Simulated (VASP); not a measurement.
# MgSe (Fm-3m) in VASP: elastic constants with r2SCAN

Aim: the elastic constants of MgSe with r2SCAN.

All numbers are computed with VASP 6.6.1; they aren't measurements. Logs are shortened: lines on timing, memory, paths and dates and some standing lists are left out, and cuts for length are marked.

### Step 1. The cell of the first run

The structure is cubic, space group Fm-3m (No. 225). The conventional cell has a = 5.374 Å, b = 5.374 Å, c = 5.374 Å, α = 90.00°, β = 90.00°, γ = 90.00°. Mg (site symmetry m-3m) has 6 Se at 2.69 Å within 3.5 Å. Within 3.5 Å of Se (site symmetry m-3m) lie 6 Mg at 2.69 Å.

### Step 2. Elastic constants, r2SCAN

INCAR

```
SYSTEM = MgSe
  ALGO = Normal
  EDIFF = 1E-8
  ENCUT = 660
  GGA_COMPAT = .False.
  IBRION = 6
  ISIF = 3
  ISMEAR = 0
  LASPH = .True.
  LCHARG = .False.
  LMIXTAU = .True.
  LREAL = .False.
  LWAVE = .False.
  METAGGA = R2SCAN
  NBANDS = 11
  NELM = 120
  NFREE = 2
  NSW = 1
  POTIM = 0.015
  PREC = Accurate
  SIGMA = 0.01
```

KPOINTS

```
k-points
0
Gamma
  8 8 8
  0 0 0
```

POSCAR

```
MgSe
1.0
    0.0000000000      2.6872257816      2.6872257816
    2.6872257816      0.0000000000      2.6872257816
    2.6872257816      2.6872257816      0.0000000000
Mg Se
1 1
Direct
    0.0000000000      0.0000000000      0.0000000000
    0.5000000000      0.5000000000      0.5000000000
```

Potentials or basis: VASP PAW PBE potentials, release 64 (Mg, Se).

Run with:

```bash
> cat potpaw_PBE.64/Mg/POTCAR potpaw_PBE.64/Se/POTCAR > POTCAR
> mpirun -np 1 vasp_std > vasp.out
```

OUTCAR:

```text
SYSTEM = MgSe
   EDIFF = 1E-8
   ENCUT = 660
   IBRION = 6
   ISIF = 3
   ISMEAR = 0
   LASPH = .True.
   LREAL = .False.
   METAGGA = R2SCAN
   NELM = 120
   NFREE = 2
   NSW = 1
   POTIM = 0.015
   PREC = Accurate

 ion  position               nearest neighbor table
   1  0.000  0.000  0.000-   2 2.69   2 2.69   2 2.69   2 2.69   2 2.69   2 2.69
   2  0.500  0.500  0.500-   1 2.69   1 2.69   1 2.69   1 2.69   1 2.69   1 2.69

  LATTYP: Found a face centered cubic cell.
 ALAT       =     5.3744515632

  Lattice vectors:

 A1 = (   0.0000000000,   2.6872257816,   2.6872257816)
 A2 = (   2.6872257816,   0.0000000000,   2.6872257816)
 A3 = (   2.6872257816,   2.6872257816,   0.0000000000)

Analysis of symmetry for initial positions (statically):
=====================================================================
 Subroutine PRICEL returns:
 Original cell was already a primitive cell.

 Routine SETGRP: Setting up the symmetry group for a
 face centered cubic supercell.

 Subroutine GETGRP returns: Found 48 space group operations
 (whereof 48 operations were pure point group operations)
 out of a pool of 48 trial point group operations.

The static configuration has the point symmetry O_h .

Analysis of symmetry for dynamics (positions and initial velocities):
=====================================================================
 Subroutine PRICEL returns:
 Original cell was already a primitive cell.

 Routine SETGRP: Setting up the symmetry group for a
 face centered cubic supercell.

 Subroutine GETGRP returns: Found 48 space group operations
 (whereof 48 operations were pure point group operations)
 out of a pool of 48 trial point group operations.

The dynamic configuration has the point symmetry O_h .

 Subroutine INISYM returns: Found 48 space group operations
[... 941 lines left out ...]

[... ionic steps 4 to 14 ...]

--------------------------------------- Ionic step       15  -------------------------------------------

 number of electron       8.0000000 magnetization

------------------------ aborting loop because EDIFF is reached ----------------------------------------
[... 67 lines left out ...]
--------------------------------------- Ionic step       17  -------------------------------------------

 number of electron       8.0000000 magnetization

 Free energy of the ion-electron system (eV)
  ---------------------------------------------------
  ext. energy  EPLUGINS =         0.00000000
  ---------------------------------------------------
  free energy    TOTEN  =       -21.35942283 eV

  energy without entropy =      -21.35942283  energy(sigma->0) =      -21.35942283

 E-fermi :   3.4408     XC(G=0): -10.0419

 val. band max:        3.3357573642   @ k =   0.0000   0.0000   0.0000
 cond. band min:       5.8705170664   @ k =   0.5000   0.5000   0.0000
 fundamental gap:      2.5347597022
 Fermi energy:         3.4407531999
[... 365 lines left out ...]
  FREE ENERGIE OF THE ION-ELECTRON SYSTEM (eV)
  ---------------------------------------------------
  free  energy   TOTEN  =       -21.3594228323 eV

  energy  without entropy=      -21.3594228323  energy(sigma->0) =      -21.35942283

 INTERNAL STRAIN TENSORS FROM STRAINED CELLS
 ============================================

 INTERNAL STRAIN TENSOR FOR ION    1 for displacements in x,y,z  (eV/Angst):
          X           Y           Z          XY          YZ          ZX
  --------------------------------------------------------------------------------
  x    -0.00000    -0.00000     0.00000     0.00000    -0.00000    -0.00000
  y     0.00000     0.00000    -0.00000    -0.00000     0.00000     0.00000
  z    -0.00000     0.00000    -0.00000     0.00000    -0.00000    -0.00000

 INTERNAL STRAIN TENSORS FROM DISPLACED ATOMS
 ============================================

 INTERNAL STRAIN TENSOR FOR ION    1 for displacements in x,y,z  (eV/Angst):
          X           Y           Z          XY          YZ          ZX
  --------------------------------------------------------------------------------
  x     0.00000     0.00000     0.00000     0.00000     0.00000     0.00000
  y     0.00000     0.00000     0.00000     0.00000     0.00000     0.00000
  z     0.00000     0.00000     0.00000     0.00000     0.00000     0.00000

 INTERNAL STRAIN TENSOR FOR ION    2 for displacements in x,y,z  (eV/Angst):
          X           Y           Z          XY          YZ          ZX
  --------------------------------------------------------------------------------
  x     0.00000     0.00000     0.00000     0.00000     0.00000     0.00000
  y     0.00000     0.00000     0.00000     0.00000     0.00000     0.00000
  z     0.00000     0.00000     0.00000     0.00000     0.00000     0.00000

 Eigenvectors and eigenvalues of the dynamical matrix
 ----------------------------------------------------

   1 f  =    6.409085 THz    40.269471 2PiTHz  213.784075 cm-1    26.505835 meV
             X         Y         Z           dx          dy          dz
      0.000000  0.000000  0.000000     0.876157   -0.000000    0.000000
      2.687226  2.687226  2.687226    -0.482026    0.000000    0.000000
[... 21 lines left out ...]
   6 f/i=    0.022838 THz     0.143493 2PiTHz    0.761783 cm-1     0.094449 meV
             X         Y         Z           dx          dy          dz
      0.000000  0.000000  0.000000     0.467357   -0.114026   -0.030399
      2.687226  2.687226  2.687226     0.849495   -0.207260   -0.055255

--------------------------------------------------------------------------------------------------------

 ELASTIC MODULI CONTR FROM IONIC RELAXATION (kBar)
 Direction    XX          YY          ZZ          XY          YZ          ZX
 --------------------------------------------------------------------------------
 XX           0.0000      0.0000      0.0000      0.0000      0.0000      0.0000
 YY           0.0000      0.0000      0.0000      0.0000      0.0000      0.0000
 ZZ           0.0000      0.0000      0.0000      0.0000      0.0000      0.0000
 XY           0.0000      0.0000      0.0000      0.0000      0.0000      0.0000
 YZ           0.0000      0.0000      0.0000      0.0000      0.0000      0.0000
 ZX           0.0000      0.0000      0.0000      0.0000      0.0000      0.0000
 --------------------------------------------------------------------------------

 TOTAL ELASTIC MODULI (kBar)
 Direction    XX          YY          ZZ          XY          YZ          ZX
 --------------------------------------------------------------------------------
 XX        1556.0650    397.6616    397.6616      0.0000     -0.0000      0.0000
 YY         397.6616   1556.0650    397.6616     -0.0000     -0.0000     -0.0000
 ZZ         397.6616    397.6616   1556.0650      0.0000     -0.0000      0.0000
 XY           0.0000     -0.0000      0.0000    518.7798     -0.0000      0.0000
 YZ          -0.0000     -0.0000     -0.0000     -0.0000    518.7798      0.0000
 ZX           0.0000     -0.0000      0.0000      0.0000      0.0000    518.7798
 --------------------------------------------------------------------------------
```

OSZICAR:

```text
N       E                     dE             d eps       ncg     rms          rms(c)
DAV:   1     0.133481199215E+02    0.13348E+02   -0.41552E+03   646   0.743E+02
DAV:   2    -0.209446623446E+02   -0.34293E+02   -0.32119E+02   836   0.105E+02
DAV:   3    -0.226549231585E+02   -0.17103E+01   -0.17073E+01   815   0.259E+01
[... 311 lines left out ...]
DAV:   9    -0.213594227896E+02   -0.29861E-06   -0.75514E-07  1358   0.703E-03    0.116E-03
DAV:  10    -0.213594228199E+02   -0.30336E-07   -0.39546E-08  1544   0.162E-03    0.866E-04
DAV:  11    -0.213594228437E+02   -0.23816E-07   -0.93648E-09  1325   0.883E-04    0.181E-04
DAV:  12    -0.213594228315E+02    0.12197E-07   -0.29107E-09   693   0.471E-04    0.118E-04
DAV:  13    -0.213594228323E+02   -0.79393E-09   -0.22710E-10   679   0.150E-04
  17 F= -.21359423E+02 E0= -.21359423E+02  d E =-.359378E-52
```

stdout:

```text
POSCAR found type information on POSCAR MgSe
 POSCAR found :  2 types and       2 ions
 scaLAPACK will be used
 -----------------------------------------------------------------------------
|                                                                             |
|                                                                             |
|     You enforced a specific xc type in the INCAR file but a different       |
|     I HOPE YOU KNOW WHAT YOU ARE DOING!                                     |
|                                                                             |
[... 33 lines left out ...]
 Finite differences progress:
 bond charge predicted
 Finite differences progress:
 bond charge predicted
 Finite differences progress:
 bond charge predicted
 Finite differences progress:
 bond charge predicted
 Finite differences progress:
 bond charge predicted
 Finite differences progress:
```

Run time: 19 min. Hardware: 1 thread of Intel Xeon 6975P-C (Granite Rapids), shared host; peak memory 0.33 GiB.

Results:

| Item | Value |
| --- | --- |
| Elastic constants C11, C12, C44 | 156, 40, 52 GPa |
| Voigt bulk modulus | 78 GPa |
| Highest phonon frequency at Γ, LO-TO splitting left out | 214 cm⁻¹ |

Phonon frequencies in cm⁻¹ (negative: imaginary):
```csv
q point,frequencies
"(0.000, 0.000, 0.000)",-1 -1 -1 214 214 214
```

Elastic tensor in Voigt notation (GPa, in the Cartesian axes of the cell as first typed):
```
156  40  40   0   0   0
 40 156  40   0   0   0
 40  40 156   0   0   0
  0   0   0  52   0   0
  0   0   0   0  52   0
  0   0   0   0   0  52
```

Clamped-ion elastic tensor (GPa):
```
156  40  40   0   0   0
 40 156  40   0   0   0
 40  40 156   0   0   0
  0   0   0  52   0   0
  0   0   0   0  52   0
  0   0   0   0   0  52
```

Caveat: the cell is under stress, which shifts elastic constants; the PAW data sets were made with another functional, which shifts forces and pressure a little.
